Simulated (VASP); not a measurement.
Y: single point with PBEsol+D4

Crystal: Y.

```
Y
1.0
     4.91971    0.00000    0.00000
     0.00000    4.91971    0.00000
     0.00000    0.00000    4.91971
Y
3
Direct
  0.50000 0.50000 0.00000
  0.50000 0.00000 0.50000
  0.00000 0.50000 0.50000
```

This isn't the form of Y at room conditions, which is hcp.

```json
{"Program": "VASP 6.6.1", "Task": "single point", "Functional": "PBEsol", "Dispersion": "D4", "Potentials or basis": "VASP PAW PBE potentials, release 64 (Y_sv)", "Cutoff": "500 eV", "k mesh": "5 × 5 × 5", "Occupations": "fermi-dirac, width 0.05 eV", "Spin": "no spin polarisation"}
```

The pressure is -2.9 GPa, the band gap on the k mesh is zero (an odd number of electrons rules out a gap without spin polarisation) and the dispersion energy per atom is -0.118 eV.

Levels at points of the mesh, in eV from the Fermi level:
| k point | band 14 | band 15 | band 16 | band 17 | band 18 | band 19 |
| --- | --- | --- | --- | --- | --- | --- |
| (0.00, 0.00, 0.00) | -1.76 | -0.67 | -0.67 | -0.38 | -0.38 | -0.38 |

Run time: 29 s on 1 thread of Intel(R) Xeon(R) Platinum 8488C (Sapphire Rapids), with other jobs on the host, peak memory 0.22 GiB.

Caveat: the PAW data sets were made with another functional, which shifts forces and pressure a little.
